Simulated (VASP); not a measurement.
# Ge (P6_3/mmc) in VASP: further runs

Runs on Ge. Level: r2SCAN. Tasks: single point.

Program: VASP 6.6.1. These are calculated values, not measurements. Logs are shortened: lines on timing, memory, paths and dates and some standing lists are left out, and cuts for length are marked.

## Step 1: The cell of the first run

The structure is hexagonal, space group P6_3/mmc (No. 194). Conventional cell: a = 3.754 Å, b = 3.754 Å, c = 6.227 Å, α = 90.00°, β = 90.00°, γ = 120.00°. Within 3.1 Å of Ge (site symmetry 3m) lie 4 Ge at 2.31 to 2.32 Å.

This isn't the form of Ge at room conditions, which is diamond.

## Step 2: Single point, r2SCAN

Contents of POSCAR:

```
Ge
1.0
    3.7543478082      0.0000000000      0.0000000000
   -1.8771739041      3.2513605765      0.0000000000
    0.0000000000      0.0000000000      6.2268320065
Ge
4
Direct
    0.6666666667      0.3333333333      0.0637533498
    0.3333333333      0.6666666667      0.5637533498
    0.6666666667      0.3333333333      0.4362466502
    0.3333333333      0.6666666667      0.9362466502
```

Contents of INCAR.step1:

```
PREC = Accurate ; ENCUT = 520
ISMEAR = 0 ; SIGMA = 0.01
LREAL = F ; LASPH = T
NELM = 60 ; NBANDS = 36
GGA = PE ; ALGO = Normal
EDIFF = 1E-4 ; LWAVE = T
LCHARG = F
```

Contents of INCAR.step2:

```
PREC = Accurate ; ENCUT = 520
EDIFF = 1E-7 ; ISMEAR = 0
SIGMA = 0.01 ; LREAL = F
LASPH = T ; NELM = 60
ALGO = Normal ; ISIF = 2
LWAVE = F ; LCHARG = T
METAGGA = R2SCAN ; LMIXTAU = T
LELF = T ; LVHAR = T
NBANDS = 36 ; ISTART = 1
```

Contents of KPOINTS:

```
regular mesh
0
Gamma
  12 12 6
```

Potentials or basis: VASP PAW PBE potentials, release 64 (Ge_d).

Command:

```bash
$ cat potpaw_PBE.64/Ge_d/POTCAR > POTCAR
$ cp INCAR.step1 INCAR
$ mpirun -np 1 vasp_std > vasp.out
$ cp INCAR.step2 INCAR
$ mpirun -np 1 vasp_std > vasp.out
```

OUTCAR:

```text
PREC = Accurate
   ENCUT = 520
   EDIFF = 1E-7
   ISMEAR = 0
   LREAL = F
   LASPH = T
   NELM = 60
   ISIF = 2
   METAGGA = R2SCAN
   ISTART = 1

 ion  position               nearest neighbor table
   1  0.667  0.333  0.064-   4 2.31   4 2.31   4 2.31   3 2.32
   2  0.333  0.667  0.564-   3 2.31   3 2.31   3 2.31   4 2.32
   3  0.667  0.333  0.436-   2 2.31   2 2.31   2 2.31   1 2.32
   4  0.333  0.667  0.936-   1 2.31   1 2.31   1 2.31   2 2.32

  LATTYP: Found a hexagonal cell.
 ALAT       =     3.7543478082
 C/A-ratio  =     1.6585655684

  Lattice vectors:

 A1 = (   3.7543478082,   0.0000000000,   0.0000000000)
 A2 = (  -1.8771739041,   3.2513605765,   0.0000000000)
 A3 = (   0.0000000000,   0.0000000000,   6.2268320065)

Analysis of symmetry for initial positions (statically):
=====================================================================
 Subroutine PRICEL returns:
 Original cell was already a primitive cell.

 Routine SETGRP: Setting up the symmetry group for a
 hexagonal supercell.

 Subroutine GETGRP returns: Found 24 space group operations
 (whereof 12 operations were pure point group operations)
 out of a pool of 24 trial point group operations.

The static configuration has the point symmetry D_3d.
 The point group associated with its full space group is D_6h.

Analysis of symmetry for dynamics (positions and initial velocities):
=====================================================================
 Subroutine PRICEL returns:
 Original cell was already a primitive cell.

 Routine SETGRP: Setting up the symmetry group for a
 hexagonal supercell.

 Subroutine GETGRP returns: Found 24 space group operations
 (whereof 12 operations were pure point group operations)
 out of a pool of 24 trial point group operations.

The dynamic configuration has the point symmetry D_3d.
 The point group associated with its full space group is D_6h.

 Subroutine INISYM returns: Found 24 space group operations
 (whereof 12 operations are pure point group operations),
 and found     1 'primitive' translations

----------------------------------------------------------------------------------------

                                     Primitive cell

  volume of cell :      76.0093

  direct lattice vectors                    reciprocal lattice vectors
     3.754347808  0.000000000  0.000000000     0.266357847  0.153781775  0.000000000
    -1.877173904  3.251360577  0.000000000     0.000000000  0.307563550  0.000000000
     0.000000000  0.000000000  6.226832006     0.000000000  0.000000000  0.160595307

  length of vectors
     3.754347808  3.754347808  6.226832006     0.307563550  0.307563550  0.160595307

  position of ions in fractional coordinates (direct lattice)
     0.666666667  0.333333333  0.063753350
     0.333333333  0.666666667  0.563753350
     0.666666667  0.333333333  0.436246650
     0.333333333  0.666666667  0.936246650

  ion indices of the primitive-cell ions
   primitive index   ion index
                 1           1
                 2           2
                 3           3
                 4           4

----------------------------------------------------------------------------------------

 KPOINTS: regular mesh

Automatic generation of k-mesh.
 Grid dimensions read from file:
 generate k-points for:   12   12    6

 Generating k-lattice:

  Cartesian coordinates                     Fractional coordinates (reciprocal lattice)
     0.022196487  0.012815148  0.000000000     0.083333333 -0.000000000  0.000000000
     0.000000000  0.025630296  0.000000000     0.000000000  0.083333333  0.000000000
     0.000000000  0.000000000  0.026765885     0.000000000  0.000000000  0.166666667

  Length of vectors
     0.025630296  0.025630296  0.026765885

  Shift w.r.t. Gamma in fractional coordinates (k-lattice)
     0.000000000  0.000000000  0.000000000

 Subroutine IBZKPT returns following result:
 ===========================================

 Found     76 irreducible k-points:

 Following reciprocal coordinates:
            Coordinates               Weight
  0.000000  0.000000  0.000000      1.000000
  0.083333  0.000000  0.000000      6.000000
  0.166667  0.000000  0.000000      6.000000
  0.250000 -0.000000  0.000000      6.000000
  0.333333 -0.000000  0.000000      6.000000
  0.416667 -0.000000  0.000000      6.000000
[... 16 lines left out ...]
  0.250000 -0.000000  0.166667     12.000000
  0.333333 -0.000000  0.166667     12.000000
 [... further k-points ...]
   k-points           NKPTS =     76   k-points in BZ     NKDIM =     76   number of bands    NBANDS=     36
   number of dos      NEDOS =    301   number of ions     NIONS =      4
   total plane-waves  NPLWV =  37632
   dimension x,y,z NGX =    28 NGY =   28 NGZ =   48
   dimension x,y,z NGXF=    56 NGYF=   56 NGZF=   96
   ions per type =               4
   NGX,Y,Z   is equivalent  to a cutoff of  12.40, 12.40, 12.82 a.u.
   NGXF,Y,Z  is equivalent  to a cutoff of  24.80, 24.80, 25.63 a.u.
 SYSTEM =  unknown system
   PREC   = accura    normal or accurate (medium, high low for compatibility)
   ISTART =      1    job   : 0-new  1-cont  2-samecut
   ICHARG =      0    charge: 1-file 2-atom 10-const
   ISPIN  =      1    spin polarized calculation?
   LNONCOLLINEAR =      F non collinear calculations
   LSORBIT =      F    spin-orbit coupling
   LASPH  =      T    aspherical Exc in radial PAW
   ENCUT  =  520.0 eV  38.22 Ry    6.18 a.u.   6.98  6.98 11.58*2*pi/ulx,y,z
   NELM   =     60;   NELMIN=  2; NELMDL=  0     # of ELM steps
   EDIFF  = 0.1E-06   stopping-criterion for ELM
   LREAL  =      F    real-space projection
   EDIFFG = 0.1E-05   stopping-criterion for IOM
   NSW    =      0    number of steps for IOM
   IBRION =     -1    ionic relax: 0-MD 1-quasi-New 2-CG
   NFREE  =      0    steps in history (QN), initial steepest desc. (CG)
   ISIF   =      2    stress and relaxation
   ISYM   =      2    0-nonsym 1-usesym 2-fastsym
   POTIM  = 0.5000    time-step for ionic-motion
   TEBEG  =    0.0;   TEEND  =   0.0 temperature during run
   PSTRESS=    0.0 pullay stress
   NELECT =      56.0000    total number of electrons
   NUPDOWN=      -1.0000    fix difference up-down
   EMIN   =  10.00;   EMAX   =-10.00  energy-range for DOS
   EFERMI =   0.00;   METHOD = LEGACY
   ISMEAR =     0;   SIGMA  =   0.01  broadening in eV -4-tet -1-fermi 0-gaus
   EFERMI_NEDOS =   21; number of points for ismear=-14 and -15
   IALGO  =     38    algorithm
   IMIX   =      4    mixing-type and parameters
     AMIX     =   0.40;   BMIX     =  1.00
     AMIX_MAG =   1.60;   BMIX_MAG =  1.00
  volume/ion in A,a.u.               =      19.00       128.23
  Fermi-wavevector in a.u.,A,eV,Ry     =   1.478593  2.794135 29.745554  2.186237
  Thomas-Fermi vector in A             =   2.592855
   LORBIT       =      0    0 simple, 1 ext, 2 COOP (PROOUT), +10 PAW based schemes
   METAGGA = R2SCAN    functional components
   LHFCALC =     F    Hartree Fock is set to
   AEXX    =    0.0000 exact exchange contribution
   IVDW    =     0    specifies the selected vdW correction
   LEPSILON=     F    determine dielectric tensor
   LRPA    =     F    only Hartree local field effects (RPA)
 non-spin polarized calculation
 Gauss-broadening in eV      SIGMA  =   0.01
  energy-cutoff  :      520.00
  volume of cell :       76.01
 maximum number of plane-waves:      2069
 NGX is ok and might be reduce to    28
   NGX = 13   NGY = 13   NGZ = 23

 number of electron      56.0000018 magnetization

 Free energy of the ion-electron system (eV)
  ---------------------------------------------------
  ext. energy  EPLUGINS =         0.00000000
  ---------------------------------------------------
  free energy    TOTEN  =       -54.59919654 eV

  energy without entropy =      -54.59919654  energy(sigma->0) =      -54.59919654

 E-fermi :   7.1365     XC(G=0): -11.7647

 val. band max:        6.9822741068   @ k =   0.0000   0.0000   0.0000
 cond. band min:       7.3217159035   @ k =   0.5000  -0.0000   0.0000
 fundamental gap:      0.3394417967
 Fermi energy:         7.1365179033

 k-point     1 :       0.0000    0.0000    0.0000
  band No.  band energies     occupation
      1     -19.2153      2.00000
      2     -19.2153      2.00000
      3     -19.1498      2.00000
      4     -19.1484      2.00000
      5     -19.1484      2.00000
      6     -19.1392      2.00000
[... 28 lines left out ...]
     35      11.9544      0.00000
     36      13.8198      0.00000

 k-point     2 :       0.0833    0.0000    0.0000
  band No.  band energies     occupation
      1     -19.2233      2.00000
      2     -19.2176      2.00000
      3     -19.1588      2.00000
      4     -19.1523      2.00000
      5     -19.1486      2.00000
      6     -19.1293      2.00000
[... 28 lines left out ...]
     35      12.3606      0.00000
     36      13.7907      0.00000

 k-point     3 :       0.1667    0.0000    0.0000
  band No.  band energies     occupation
      1     -19.2364      2.00000
      2     -19.2221      2.00000
      3     -19.1742      2.00000
      4     -19.1609      2.00000
      5     -19.1474      2.00000
      6     -19.1133      2.00000
[... 28 lines left out ...]
     35      13.2402      0.00000
     36      13.4034      0.00000

 k-point     4 :       0.2500   -0.0000    0.0000
  band No.  band energies     occupation
      1     -19.2447      2.00000
      2     -19.2254      2.00000
      3     -19.1895      2.00000
      4     -19.1691      2.00000
      5     -19.1417      2.00000
      6     -19.1013      2.00000
[... 28 lines left out ...]
     35      14.5351      0.00000
     36      14.7988      0.00000

 k-point     5 :       0.3333   -0.0000    0.0000
  band No.  band energies     occupation
      1     -19.2459      2.00000
      2     -19.2264      2.00000
      3     -19.2037      2.00000
      4     -19.1749      2.00000
      5     -19.1301      2.00000
      6     -19.0943      2.00000
[... 655 lines left out ...]
 k-point    22 :       0.1667    0.0000    0.1667
  band No.  band energies     occupation
      1     -19.2318      2.00000
      2     -19.2189      2.00000
      3     -19.1707      2.00000
      4     -19.1670      2.00000
      5     -19.1546      2.00000
      6     -19.1146      2.00000
[... 28 lines left out ...]
     35      13.1285      0.00000
     36      13.4450      0.00000

 k-point    23 :       0.2500   -0.0000    0.1667
  band No.  band energies     occupation
      1     -19.2394      2.00000
      2     -19.2224      2.00000
      3     -19.1851      2.00000
      4     -19.1743      2.00000
      5     -19.1484      2.00000
      6     -19.1027      2.00000
[... 28 lines left out ...]
     35      14.3875      0.00000
     36      14.4823      0.00000

 k-point    24 :       0.3333   -0.0000    0.1667
  band No.  band energies     occupation
      1     -19.2400      2.00000
      2     -19.2236      2.00000
      3     -19.1984      2.00000
      4     -19.1794      2.00000
      5     -19.1364      2.00000
      6     -19.0950      2.00000
[... 28 lines left out ...]
     35      15.2872      0.00000
     36      15.7653      0.00000

 [... further k-points ...]
[... 5 lines left out ...]
  --------------------------------------------------------------------------------------
  -------------------------------------------------------------------------------------
  Total        9.5609197      9.5609197      9.5577438      0.0000000      0.0000000      0.0000000
  in kB      201.5317438    201.5317438    201.4648001      0.0000000      0.0000000      0.0000000
  external PRESSURE =     201.5094292 kB  Pullay stress =       0.0000000 kB

 VOLUME and BASIS-vectors are now :
 -----------------------------------------------------------------------------
  energy-cutoff  :      520.00
  volume of cell :       76.01
      direct lattice vectors                 reciprocal lattice vectors
     3.754347808  0.000000000  0.000000000     0.266357847  0.153781775  0.000000000
    -1.877173904  3.251360577  0.000000000     0.000000000  0.307563550  0.000000000
     0.000000000  0.000000000  6.226832006     0.000000000  0.000000000  0.160595307

 POSITION                                       TOTAL-FORCE (eV/Angst)
 -----------------------------------------------------------------------------------
      1.87717      1.08379      0.39698         0.000000      0.000000     -0.000076
     -0.00000      2.16757      3.51040        -0.000000     -0.000000     -0.000076
      1.87717      1.08379      2.71643         0.000000      0.000000      0.000076
     -0.00000      2.16757      5.82985        -0.000000      0.000000      0.000076
 -----------------------------------------------------------------------------------
    total drift:                               -0.000000      0.000000     -0.000000

  FREE ENERGIE OF THE ION-ELECTRON SYSTEM (eV)
  ---------------------------------------------------
  free  energy   TOTEN  =       -54.5991965413 eV

  energy  without entropy=      -54.5991965413  energy(sigma->0) =      -54.59919654
```

It took 15 min on 1 thread of Oxide Virtual Turin-like, shared host; peak memory 0.25 GiB.

What came out:

```yaml
Free_energy: -54.5992 eV
Pressure: 20.2 GPa
Band_gap_on_the_k_mesh: 0.34 eV (least direct gap 0.62 eV)
```

Caveat: the cell stands under pressure; the PAW data sets were made with another functional, which shifts forces and pressure a little. A k mesh can miss the band edges.

## Step 3: Single point, r2SCAN

This run uses another cell than the first one, of 20.47 Å³/atom.

Contents of POSCAR:

```
Ge
1.0
    3.8513951976      0.0000000000      0.0000000000
   -1.9256975988      3.3354060811      0.0000000000
    0.0000000000      0.0000000000      6.3744336357
Ge
4
Direct
    0.6666666667      0.3333333333      0.0633699677
    0.3333333333      0.6666666667      0.5633699677
    0.6666666667      0.3333333333      0.4366300323
    0.3333333333      0.6666666667      0.9366300323
```

Contents of INCAR.step1:

```
SYSTEM = Ge
ALGO     = Normal         ! electronic algorithm
EDIFF    = 1E-4           ! SCF threshold, eV
ENCUT    = 520            ! plane-wave cutoff, eV
GGA      = PE             ! functional
ISMEAR   = 0              ! smearing method
LASPH    = .True.         ! aspherical terms in the spheres
LCHARG   = .False.        ! write CHGCAR
LREAL    = .False.        ! projectors in reciprocal space
LWAVE    = .True.         ! write WAVECAR
NBANDS   = 36             ! bands
NELM     = 100            ! most SCF steps
PREC     = Accurate       ! precision mode
SIGMA    = 0.01           ! smearing width, eV
```

Contents of INCAR.step2:

```
SYSTEM = Ge
ALGO     = Normal         ! electronic algorithm
EDIFF    = 1E-7           ! SCF threshold, eV
ENCUT    = 520            ! plane-wave cutoff, eV
ISIF     = 2              ! what is computed and relaxed
ISMEAR   = 0              ! smearing method
ISTART   = 1            
LASPH    = .True.         ! aspherical terms in the spheres
LCHARG   = .False.        ! write CHGCAR
LMIXTAU  = .True.       
LREAL    = .False.        ! projectors in reciprocal space
LWAVE    = .False.        ! write WAVECAR
METAGGA  = R2SCAN         ! meta-GGA
NBANDS   = 36             ! bands
NELM     = 100            ! most SCF steps
PREC     = Accurate       ! precision mode
SIGMA    = 0.01           ! smearing width, eV
```

Contents of KPOINTS:

```
k-points
0
Gamma
  12 12 6
  0 0 0
```

Potentials or basis: VASP PAW PBE potentials, release 64 (Ge_d).

Command:

```bash
$ cat potpaw_PBE.64/Ge_d/POTCAR > POTCAR
$ cp INCAR.step1 INCAR
$ mpirun -np 1 vasp_std > vasp.out
$ cp INCAR.step2 INCAR
$ mpirun -np 1 vasp_std > vasp.out
```

OUTCAR:

```text
SYSTEM = Ge
   EDIFF = 1E-7
   ENCUT = 520
   ISIF = 2
   ISMEAR = 0
   ISTART = 1
   LASPH = .True.
   LREAL = .False.
   METAGGA = R2SCAN
   NELM = 100
   PREC = Accurate

 ion  position               nearest neighbor table
   1  0.667  0.333  0.063-   4 2.37   4 2.37   4 2.37   3 2.38
   2  0.333  0.667  0.563-   3 2.37   3 2.37   3 2.37   4 2.38
   3  0.667  0.333  0.437-   2 2.37   2 2.37   2 2.37   1 2.38
   4  0.333  0.667  0.937-   1 2.37   1 2.37   1 2.37   2 2.38

  LATTYP: Found a hexagonal cell.
 ALAT       =     3.8513951976
[... 1130 lines left out ...]
     36      14.6537      0.00000

 [... further k-points ...]
[... 5 lines left out ...]
  --------------------------------------------------------------------------------------
  -------------------------------------------------------------------------------------
  Total        5.1580931      5.1580931      5.1824049      0.0000000      0.0000000     -0.0000000
  in kB      100.9232787    100.9232787    101.3989649      0.0000000      0.0000000     -0.0000000
  external PRESSURE =     101.0818407 kB  Pullay stress =       0.0000000 kB

 VOLUME and BASIS-vectors are now :
 -----------------------------------------------------------------------------
  energy-cutoff  :      520.00
  volume of cell :       81.89
      direct lattice vectors                 reciprocal lattice vectors
     3.851395198  0.000000000  0.000000000     0.259646167  0.149906784  0.000000000
    -1.925697599  3.335406081  0.000000000     0.000000000  0.299813569  0.000000000
     0.000000000  0.000000000  6.374433636     0.000000000  0.000000000  0.156876682

 POSITION                                       TOTAL-FORCE (eV/Angst)
 -----------------------------------------------------------------------------------
      1.92570      1.11180      0.40395        -0.000000      0.000000      0.007605
     -0.00000      2.22360      3.59116         0.000000     -0.000000      0.007605
      1.92570      1.11180      2.78327        -0.000000      0.000000     -0.007605
     -0.00000      2.22360      5.97049         0.000000     -0.000000     -0.007605
 -----------------------------------------------------------------------------------
    total drift:                               -0.000000      0.000000      0.000000

  FREE ENERGIE OF THE ION-ELECTRON SYSTEM (eV)
  ---------------------------------------------------
  free  energy   TOTEN  =       -55.1454006884 eV

  energy  without entropy=      -55.1454006884  energy(sigma->0) =      -55.14540069
```

OSZICAR.step1:

```text
N       E                     dE             d eps       ncg     rms          rms(c)
DAV:   1     0.484395025775E+03    0.48440E+03   -0.28358E+04  6504   0.442E+03
DAV:   2     0.655897813753E+02   -0.41881E+03   -0.40738E+03  5472   0.791E+02
DAV:   3    -0.133690508350E+02   -0.78959E+02   -0.77827E+02  5904   0.206E+02
DAV:   4    -0.176934755013E+02   -0.43244E+01   -0.43001E+01  6424   0.564E+01
DAV:   5    -0.177763443159E+02   -0.82869E-01   -0.82841E-01  6144   0.861E+00    0.521E+00
DAV:   6    -0.176084187151E+02    0.16793E+00   -0.76402E-02  6108   0.181E+00    0.307E+00
DAV:   7    -0.175216366322E+02    0.86782E-01   -0.13948E-01  6044   0.232E+00    0.209E-01
DAV:   8    -0.175252155900E+02   -0.35790E-02   -0.13299E-02  6040   0.875E-01    0.873E-02
DAV:   9    -0.175259087613E+02   -0.69317E-03   -0.80056E-04  4792   0.130E-01    0.224E-02
DAV:  10    -0.175259255873E+02   -0.16826E-04   -0.39259E-05  4400   0.646E-02
   1 F= -.17525926E+02 E0= -.17525926E+02  d E =-.315341E-11
```

It took 23 min on 1 thread of Oxide Virtual Turin-like, shared host; peak memory 0.28 GiB.

Results:

```
Free energy            : -55.1454 eV
Pressure               : 10.1 GPa
Largest force          : 0.008 eV/Å
Band gap on the k mesh : 0.39 eV
```

Forces in eV/Å, atoms in the order of the input:
```
Ge   0.000  0.000  0.008
Ge   0.000  0.000  0.008
Ge   0.000  0.000 -0.008
Ge   0.000  0.000 -0.008
```

Caveat: the cell stands under pressure; the PAW data sets were made with another functional, which shifts forces and pressure a little.
